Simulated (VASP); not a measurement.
# LiH (P6_3/mmc) in VASP: notebook

Runs on LiH. Level: PBE. Tasks: G0W0 quasiparticle levels.

All numbers are computed with VASP 6.6.1; they aren't measurements. Logs are shortened: lines on timing, memory, paths and dates and some standing lists are left out, and cuts for length are marked.

## Step 1: The cell of the first run

Symmetry: P6_3/mmc, No. 194, hexagonal system. Conventional cell: a = 2.782 Å, b = 2.782 Å, c = 4.873 Å, α = 90.00°, β = 90.00°, γ = 120.00°. Li (site symmetry -3m) has 6 H at 2.02 Å and 8 Li at 2.44 to 2.78 Å within 2.8 Å. H (site symmetry -6m2) has 6 Li at 2.02 Å and 6 H at 2.78 Å within 2.8 Å.

## Step 2: G0W0 quasiparticle levels, PBE

The input, POSCAR:

```
LiH
1.0
    2.7815484418      0.0000000000      0.0000000000
   -1.3907742209      2.4088916124      0.0000000000
    0.0000000000      0.0000000000      4.8729606993
Li H
2 2
Direct
    0.0000000000      0.0000000000      0.0000000000
    0.0000000000      0.0000000000      0.5000000000
    0.3333333333      0.6666666667      0.2500000000
    0.6666666667      0.3333333333      0.7500000000
```

The input, INCAR.step1:

```
ALGO     = Normal         # electronic algorithm
EDIFF    = 1E-8           # SCF threshold, eV
ENCUT    = 500            # plane-wave cutoff, eV
GGA      = PE             # functional
ISMEAR   = 0              # smearing method
LASPH    = True           # aspherical terms in the spheres
LCHARG   = False          # write CHGCAR
LREAL    = False          # projectors in reciprocal space
LWAVE    = True           # write WAVECAR
NELM     = 80             # most SCF steps
PREC     = Accurate       # precision mode
SIGMA    = 0.01           # smearing width, eV
```

The input, INCAR.step2:

```
ALGO     = Exact          # electronic algorithm
EDIFF    = 1E-8           # SCF threshold, eV
ENCUT    = 500            # plane-wave cutoff, eV
GGA      = PE             # functional
ISMEAR   = 0              # smearing method
ISTART   = 1            
LASPH    = True           # aspherical terms in the spheres
LCHARG   = False          # write CHGCAR
LOPTICS  = True           # frequency-dependent dielectric function
LREAL    = False          # projectors in reciprocal space
LWAVE    = True           # write WAVECAR
NBANDS   = 55             # bands
NELM     = 1              # most SCF steps
PREC     = Accurate       # precision mode
SIGMA    = 0.01           # smearing width, eV
```

The input, INCAR.step3:

```
ALGO     = EVGW0          # electronic algorithm
EDIFF    = 1E-8           # SCF threshold, eV
ENCUT    = 500            # plane-wave cutoff, eV
ENCUTGW  = 80.0           # cutoff of the response function
GGA      = PE             # functional
ISMEAR   = 0              # smearing method
ISTART   = 1            
LASPH    = True           # aspherical terms in the spheres
LCHARG   = False          # write CHGCAR
LREAL    = False          # projectors in reciprocal space
LWAVE    = False          # write WAVECAR
NBANDS   = 55             # bands
NBANDSGW = 10           
NELMGW   = 1            
NOMEGA   = 96             # frequency points
OMEGAMAX = 30           
PREC     = Accurate       # precision mode
PRECFOCK = Fast         
SIGMA    = 0.01           # smearing width, eV
```

The input, KPOINTS:

```
k-points
0
Gamma
  9 9 4
```

Potentials or basis: VASP PAW PBE potentials, release 64 (Li_GW, H_GW).

On the command line:

```bash
$ cat potpaw_PBE.64/Li_GW/POTCAR potpaw_PBE.64/H_GW/POTCAR > POTCAR
$ cp INCAR.step1 INCAR
$ mpirun -np 1 vasp_std > vasp.out
$ cp INCAR.step2 INCAR
$ mpirun -np 1 vasp_std > vasp.out
$ cp INCAR.step3 INCAR
$ mpirun -np 1 vasp_std > vasp.out
```

OUTCAR:

```text
EDIFF = 1E-8
   ENCUT = 500
   ENCUTGW = 80.0
   GGA = PE
   ISMEAR = 0
   ISTART = 1
   LASPH = True
   LREAL = False
   NELMGW = 1
   PREC = Accurate
   PRECFOCK = Fast

 ion  position               nearest neighbor table
   1  0.000  0.000  0.000-   3 2.02   4 2.02   3 2.02   4 2.02   4 2.02   3 2.02   2 2.44   2 2.44

   2  0.000  0.000  0.500-   3 2.02   4 2.02   3 2.02   4 2.02   4 2.02   3 2.02   1 2.44   1 2.44

   3  0.333  0.667  0.250-   1 2.02   2 2.02   1 2.02   2 2.02   1 2.02   2 2.02
   4  0.667  0.333  0.750-   1 2.02   2 2.02   1 2.02   2 2.02   1 2.02   2 2.02

  LATTYP: Found a hexagonal cell.
 ALAT       =     2.7815484418
 C/A-ratio  =     1.7518877709

  Lattice vectors:

 A1 = (   2.7815484418,   0.0000000000,   0.0000000000)
 A2 = (  -1.3907742209,   2.4088916124,   0.0000000000)
 A3 = (   0.0000000000,   0.0000000000,   4.8729606993)

Analysis of symmetry for initial positions (statically):
=====================================================================
 Subroutine PRICEL returns:
 Original cell was already a primitive cell.

 Routine SETGRP: Setting up the symmetry group for a
 hexagonal supercell.

 Subroutine GETGRP returns: Found 24 space group operations
 (whereof 12 operations were pure point group operations)
 out of a pool of 24 trial point group operations.

The static configuration has the point symmetry D_3d.
 The point group associated with its full space group is D_6h.

Analysis of symmetry for dynamics (positions and initial velocities):
=====================================================================
 Subroutine PRICEL returns:
 Original cell was already a primitive cell.

 Routine SETGRP: Setting up the symmetry group for a
 hexagonal supercell.

 Subroutine GETGRP returns: Found 24 space group operations
 (whereof 12 operations were pure point group operations)
 out of a pool of 24 trial point group operations.

The dynamic configuration has the point symmetry D_3d.
 The point group associated with its full space group is D_6h.

 Subroutine INISYM returns: Found 24 space group operations
 (whereof 12 operations are pure point group operations),
 and found     1 'primitive' translations

----------------------------------------------------------------------------------------

                                     Primitive cell

  volume of cell :      32.6510

  direct lattice vectors                    reciprocal lattice vectors
     2.781548442  0.000000000  0.000000000     0.359511984  0.207564341  0.000000000
    -1.390774221  2.408891612  0.000000000     0.000000000  0.415128682  0.000000000
     0.000000000  0.000000000  4.872960699     0.000000000  0.000000000  0.205214050

  length of vectors
     2.781548442  2.781548442  4.872960699     0.415128682  0.415128682  0.205214050

  position of ions in fractional coordinates (direct lattice)
     0.000000000  0.000000000  0.000000000
     0.000000000  0.000000000  0.500000000
     0.333333333  0.666666667  0.250000000
     0.666666667  0.333333333  0.750000000

  ion indices of the primitive-cell ions
   primitive index   ion index
                 1           1
                 2           2
                 3           3
                 4           4

----------------------------------------------------------------------------------------

 KPOINTS: k-points

Automatic generation of k-mesh.
 Grid dimensions read from file:
 generate k-points for:    9    9    4

 Generating k-lattice:

  Cartesian coordinates                     Fractional coordinates (reciprocal lattice)
     0.039945776  0.023062705  0.000000000     0.111111111  0.000000000  0.000000000
     0.000000000  0.046125409  0.000000000     0.000000000  0.111111111  0.000000000
     0.000000000  0.000000000  0.051303512     0.000000000  0.000000000  0.250000000

  Length of vectors
     0.046125409  0.046125409  0.051303512

  Shift w.r.t. Gamma in fractional coordinates (k-lattice)
     0.000000000  0.000000000  0.000000000

 Subroutine IBZKPT returns following result:
 ===========================================

 Found     36 irreducible k-points:

 Following reciprocal coordinates:
            Coordinates               Weight
  0.000000  0.000000  0.000000      1.000000
  0.111111 -0.000000  0.000000      6.000000
  0.222222 -0.000000  0.000000      6.000000
  0.333333 -0.000000  0.000000      6.000000
  0.444444 -0.000000  0.000000      6.000000
  0.111111  0.111111  0.000000      6.000000
[... 16 lines left out ...]
  0.333333  0.222222  0.250000     24.000000
  0.333333  0.333333  0.250000      4.000000
 [... further k-points ...]
   k-points           NKPTS =     36   k-points in BZ     NKDIM =    324   number of bands    NBANDS=     55
   number of dos      NEDOS =    301   number of ions     NIONS =      4
   total plane-waves  NPLWV =  14400
   dimension x,y,z NGX =    20 NGY =   20 NGZ =   36
   dimension x,y,z NGXF=    40 NGYF=   40 NGZF=   72
   ions per type =               2   2
   NGX,Y,Z   is equivalent  to a cutoff of  11.95, 11.95, 12.28 a.u.
   NGXF,Y,Z  is equivalent  to a cutoff of  23.91, 23.91, 24.56 a.u.
 SYSTEM =  unknown system
   PREC   = accura    normal or accurate (medium, high low for compatibility)
   ISTART =      1    job   : 0-new  1-cont  2-samecut
   ICHARG =      0    charge: 1-file 2-atom 10-const
   ISPIN  =      1    spin polarized calculation?
   LNONCOLLINEAR =      F non collinear calculations
   LSORBIT =      F    spin-orbit coupling
   LASPH  =      T    aspherical Exc in radial PAW
   ENCUT  =  500.0 eV  36.75 Ry    6.06 a.u.   5.07  5.07  8.88*2*pi/ulx,y,z
   NELM   =     60;   NELMIN=  2; NELMDL=  0     # of ELM steps
   EDIFF  = 0.1E-07   stopping-criterion for ELM
   LREAL  =      F    real-space projection
   EDIFFG = 0.1E-06   stopping-criterion for IOM
   NSW    =      0    number of steps for IOM
   IBRION =     -1    ionic relax: 0-MD 1-quasi-New 2-CG
   NFREE  =      0    steps in history (QN), initial steepest desc. (CG)
   ISIF   =      0    stress and relaxation
   ISYM   =      3    0-nonsym 1-usesym 2-fastsym
   POTIM  = 0.5000    time-step for ionic-motion
   TEBEG  =    0.0;   TEEND  =   0.0 temperature during run
   PSTRESS=    0.0 pullay stress
   NELECT =       4.0000    total number of electrons
   NUPDOWN=      -1.0000    fix difference up-down
   EMIN   =  10.00;   EMAX   =-10.00  energy-range for DOS
   EFERMI =   0.00;   METHOD = LEGACY
   ISMEAR =     0;   SIGMA  =   0.01  broadening in eV -4-tet -1-fermi 0-gaus
   EFERMI_NEDOS =   21; number of points for ismear=-14 and -15
   IALGO  =     38    algorithm
   IMIX   =      4    mixing-type and parameters
     AMIX     =   0.40;   BMIX     =  1.00
     AMIX_MAG =   1.60;   BMIX_MAG =  1.00
  volume/ion in A,a.u.               =       8.16        55.08
  Fermi-wavevector in a.u.,A,eV,Ry     =   0.813072  1.536484  8.994631  0.661087
  Thomas-Fermi vector in A             =   1.922731
   LORBIT       =      0    0 simple, 1 ext, 2 COOP (PROOUT), +10 PAW based schemes
   GGA     = PE    functional components
   LHFCALC =     T    Hartree Fock is set to
   PRECFOCK=fast      Normal, Fast or Accurate (Low or Medium for compatibility)
   ENCUT4O =  -1.0   cutoff for four orbital integrals eV
   NKREDX  =     1    reduce k-point grid by
   NKREDY  =     1    reduce k-point grid by
   NKREDZ  =     1    reduce k-point grid by
   AEXX    =    1.0000 exact exchange contribution
   HFSCREEN=    0.0000 screening length (either q_TF or 0.3 A-1)
   HFSCREENC=   0.0000 screening length for correlation (either q_TF or 0.3 A-1)
   ENCUTFOCK=  -1.0 apply spherical cutoff to Coloumb kernel
   IVDW    =     0    specifies the selected vdW correction
   LEPSILON=     F    determine dielectric tensor
   LRPA    =     F    only Hartree local field effects (RPA)
   LRPAFORCE           =     F    calculate RPA forces
   ENCUTGW             =  80.0    cutoff for response function in eV
   ENCUTGWSOFT         =  64.0    soft cutoff for Coulomb kernel in GW response function in eV
   ENCUTLF             =  -1.0    cutoff for local field effects
   NELMGW              =     1    number of iterations in solving QP/BSE equation
   NELMHF              =     1    number of iterations in the inner HF iteration
   NKREDLFX            =     1    NKREDLFY  =   1   NKREDLFZ  =   1
 non-spin polarized calculation
 Gauss-broadening in eV      SIGMA  =   0.01
  energy-cutoff  :      500.00
  volume of cell :       32.65
 maximum number of plane-waves:       847
  NGX = 12; NGY = 12; NGZ = 24
   NGX = 11   NGY = 11   NGZ = 17
 maximum number of plane-waves:        60
 NGX is ok and might be reduce to    10

 QP shifts <psi_nk| G(iteration)W_0 |psi_nk>: iteration 1
 for sc-GW calculations column KS-energies equals QP-energies in previous step
 and V_xc(KS)=  KS-energies - (<T + V_ion + V_H > + <T+V_H+V_ion>^1  + <V_x>^1)

 k-point   1 :       0.0000    0.0000    0.0000
  band No.  KS-energies  QP-energies   sigma(KS)   V_xc(KS)     V^pw_x(r,r')   Z            occupation Imag(sigma)

      1      -8.0680      -9.5248     -11.4566      -9.3071     -15.1199       0.6777       2.0000       0.2601
      2      -5.7603      -7.0990     -11.7591      -9.9161     -14.4350       0.7264       2.0000       0.1419
      3       1.7677       2.4535      -6.5294      -7.3941      -3.0554       0.7930       0.0000      -0.0920
      4      11.7334      12.7052      -8.6614      -9.9941      -3.3990       0.7293       0.0000      -0.6673
      5      13.0179      14.0303      -9.5179     -10.9195      -3.9669       0.7223       0.0000      -0.9119
      6      13.5980      14.6545      -6.2014      -7.6122      -1.2078       0.7488       0.0000      -0.5513
      7      13.5980      14.6545      -6.2014      -7.6122      -1.2078       0.7488       0.0000      -0.5513
      8      13.9320      15.0281      -6.5146      -7.9512      -1.5870       0.7630       0.0000      -0.6361
      9      17.0450      17.7935      -7.2905      -8.2048      -1.9882       0.8186       0.0000      -1.4538
     10      17.0450      17.7935      -7.2905      -8.2048      -1.9882       0.8186       0.0000      -1.4538

 k-point   2 :       0.1111   -0.0000    0.0000
  band No.  KS-energies  QP-energies   sigma(KS)   V_xc(KS)     V^pw_x(r,r')   Z            occupation Imag(sigma)

      1      -7.8599      -9.3147     -11.4577      -9.3273     -15.0225       0.6829       2.0000       0.2459
      2      -5.4950      -6.8244     -11.7864      -9.9725     -14.3617       0.7329       2.0000       0.1336
      3       1.8731       2.5742      -6.5062      -7.3910      -3.0184       0.7924       0.0000      -0.0926
      4       9.6917      10.5598      -7.8369      -9.0179      -3.0274       0.7350       0.0000      -0.4135
      5      12.0143      13.0262      -8.3563      -9.7448      -3.2046       0.7288       0.0000      -0.6002
      6      12.3416      13.3138      -6.3909      -7.6818      -1.4959       0.7530       0.0000      -0.5069
      7      12.5877      13.5189      -7.9734      -9.2349      -2.6676       0.7382       0.0000      -0.7626
      8      14.1955      15.2972      -6.5424      -7.9860      -1.5954       0.7632       0.0000      -0.6657
      9      16.6465      17.6808      -6.0195      -7.3550      -0.7968       0.7744       0.0000      -0.9769
     10      16.8540      17.9977      -5.9048      -7.3906      -0.7127       0.7697       0.0000      -0.8973
[... 295 lines left out ...]
 k-point  24 :       0.3333    0.3333    0.2500
  band No.  KS-energies  QP-energies   sigma(KS)   V_xc(KS)     V^pw_x(r,r')   Z            occupation Imag(sigma)

      1      -3.5383      -4.7569     -12.1910     -10.5858     -14.1126       0.7591       2.0000       0.0872
      2      -3.5383      -4.7569     -12.1910     -10.5858     -14.1126       0.7591       2.0000       0.0872
      3       2.6208       3.3681      -6.6686      -7.6108      -3.1823       0.7931       0.0000      -0.0962
      4       2.6208       3.3681      -6.6686      -7.6108      -3.1823       0.7931       0.0000      -0.0962
      5       4.3446       5.3006      -6.3565      -7.5842      -2.4112       0.7788       0.0000      -0.1225
      6       4.9050       5.7099      -6.5968      -7.6361      -2.6395       0.7744       0.0000      -0.1264
      7       8.0045       8.7993      -6.9957      -8.0649      -2.4726       0.7433       0.0000      -0.2727
      8       8.0045       8.7993      -6.9957      -8.0649      -2.4726       0.7433       0.0000      -0.2727
      9      15.6839      16.3378      -6.4696      -7.3298      -1.0675       0.7601       0.0000      -1.0438
     10      16.9500      17.9648      -7.1823      -8.4560      -1.9140       0.7967       0.0000      -1.2550

 [... further k-points ...]
```

Wall time 8.7 min (1 thread of AMD EPYC 9R45 (Zen 5), shared host); peak memory 0.59 GiB.

Results:

| Item | Value |
| --- | --- |
| Quasiparticle gap | 6.39 eV |
| Least direct quasiparticle gap | 6.94 eV |
| Band gap of the starting levels on the mesh | 4.48 eV |
| Least direct gap of the starting levels on the mesh | 5.00 eV |

Caveat: bands, screening cutoff and mesh are small and nothing is extrapolated, so the quasiparticle values aren't converged.

## Step 3: G0W0 quasiparticle levels, PBE

POSCAR is that of step 2.

The input, INCAR.step1:

```
PREC = Accurate
ENCUT = 500
EDIFF = 1E-8
ISMEAR = 0
SIGMA = 0.01
LREAL = False
LASPH = True
NELM = 60
ALGO = Normal
LWAVE = True
LCHARG = False
GGA = PE
```

The input, INCAR.step2:

```
PREC = Accurate
ENCUT = 500
EDIFF = 1E-8
ISMEAR = 0
SIGMA = 0.01
LREAL = False
LASPH = True
NELM = 1
ALGO = Exact
LWAVE = True
LCHARG = False
GGA = PE
NBANDS = 55
LOPTICS = True
ISTART = 1
```

The input, INCAR.step3:

```
PREC = Accurate
ENCUT = 500
EDIFF = 1E-8
ISMEAR = 0
SIGMA = 0.01
LREAL = False
LASPH = True
ALGO = EVGW0
LWAVE = False
LCHARG = False
GGA = PE
NELMGW = 1
NBANDS = 55
ENCUTGW = 80.0
NOMEGA = 96
PRECFOCK = Fast
ISTART = 1
NBANDSGW = 10
OMEGAMAX = 30
```

The input, KPOINTS:

```
Automatic mesh
0
Gamma
  6 6 4
```

Potentials or basis: VASP PAW PBE potentials, release 64 (Li_GW, H_GW).

On the command line:

```bash
$ cat potpaw_PBE.64/Li_GW/POTCAR potpaw_PBE.64/H_GW/POTCAR > POTCAR
$ cp INCAR.step1 INCAR
$ mpirun -np 1 vasp_std > vasp.out
$ cp INCAR.step2 INCAR
$ mpirun -np 1 vasp_std > vasp.out
$ cp INCAR.step3 INCAR
$ mpirun -np 1 vasp_std > vasp.out
```

OUTCAR:

```text
PREC = Accurate
   ENCUT = 500
   EDIFF = 1E-8
   ISMEAR = 0
   LREAL = False
   LASPH = True
   GGA = PE
   NELMGW = 1
   ENCUTGW = 80.0
   PRECFOCK = Fast
   ISTART = 1

 ion  position               nearest neighbor table
   1  0.000  0.000  0.000-   3 2.02   4 2.02   3 2.02   4 2.02   4 2.02   3 2.02   2 2.44   2 2.44

   2  0.000  0.000  0.500-   3 2.02   4 2.02   3 2.02   4 2.02   4 2.02   3 2.02   1 2.44   1 2.44

[... 200 lines left out ...]

 k-point   1 :       0.0000    0.0000    0.0000
  band No.  KS-energies  QP-energies   sigma(KS)   V_xc(KS)     V^pw_x(r,r')   Z            occupation Imag(sigma)

      1      -8.0677      -9.5238     -11.4562      -9.3070     -15.1208       0.6775       2.0000       0.2585
      2      -5.7600      -7.1024     -11.7584      -9.9161     -14.4313       0.7287       2.0000       0.1402
      3       1.7679       2.4473      -6.5367      -7.3940      -3.0595       0.7925       0.0000      -0.0922
      4      11.7338      12.7074      -8.6571      -9.9941      -3.3993       0.7282       0.0000      -0.6639
      5      13.0184      14.0279      -9.5236     -10.9196      -3.9674       0.7231       0.0000      -0.9142
      6      13.5981      14.6542      -6.2015      -7.6121      -1.2072       0.7487       0.0000      -0.5495
      7      13.5981      14.6542      -6.2015      -7.6121      -1.2072       0.7487       0.0000      -0.5495
      8      13.9321      15.0197      -6.5218      -7.9510      -1.5872       0.7610       0.0000      -0.6365
      9      17.0452      17.8150      -7.2820      -8.2047      -1.9880       0.8343       0.0000      -1.4494
     10      17.0452      17.8150      -7.2820      -8.2047      -1.9880       0.8343       0.0000      -1.4494
[... 270 lines left out ...]
      1      -3.4078      -4.6421     -12.3777     -10.7552     -14.3289       0.7607       2.0000       0.0854
      2      -3.4078      -4.6421     -12.3777     -10.7552     -14.3289       0.7607       2.0000       0.0854
      3       1.8017       2.5300      -6.4254      -7.3390      -3.0270       0.7972       0.0000      -0.0883
      4       1.8017       2.5300      -6.4254      -7.3390      -3.0270       0.7972       0.0000      -0.0883
      5       4.6407       5.5159      -6.4800      -7.6108      -2.5120       0.7740       0.0000      -0.1247
      6       4.6407       5.5159      -6.4800      -7.6108      -2.5120       0.7740       0.0000      -0.1247
      7      10.6967      11.4934      -7.3604      -8.4450      -2.2808       0.7346       0.0000      -0.5415
      8      10.6967      11.4934      -7.3604      -8.4450      -2.2808       0.7346       0.0000      -0.5415
      9      13.8138      14.5879      -7.0817      -8.0734      -2.1023       0.7807       0.0000      -0.8461
     10      13.8138      14.5879      -7.0817      -8.0734      -2.1023       0.7807       0.0000      -0.8461
```

OUTCAR.step1:

```text
PREC = Accurate
   ENCUT = 500
   EDIFF = 1E-8
   ISMEAR = 0
   LREAL = False
[... 415 lines left out ...]
      0.00000      0.00000      0.00000         0.000000      0.000000     -0.000000
      0.00000      0.00000      2.43648         0.000000      0.000000     -0.000000
     -0.00000      1.60593      1.21824        -0.000000     -0.000000     -0.000000
      1.39077      0.80296      3.65472         0.000000      0.000000      0.000000
 -----------------------------------------------------------------------------------
    total drift:                                0.000000     -0.000000      0.000000

  FREE ENERGIE OF THE ION-ELECTRON SYSTEM (eV)
  ---------------------------------------------------
  free  energy   TOTEN  =       -12.0175638153 eV

  energy  without entropy=      -12.0175638153  energy(sigma->0) =      -12.01756382
```

Wall time 85 s (1 thread of Intel Xeon 6975P-C (Granite Rapids), shared host); peak memory 0.43 GiB.

Results:

```
Quasiparticle gap                                   : 6.26 eV
Least direct quasiparticle gap                      : 6.87 eV
Band gap of the starting levels on the mesh         : 4.35 eV
Least direct gap of the starting levels on the mesh : 4.95 eV
```

Caveat: the k points lie up to 0.43 Å⁻¹ apart; bands, screening cutoff and mesh are small and nothing is extrapolated, so the quasiparticle values aren't converged.

(Part 1 of 2 ends here.)
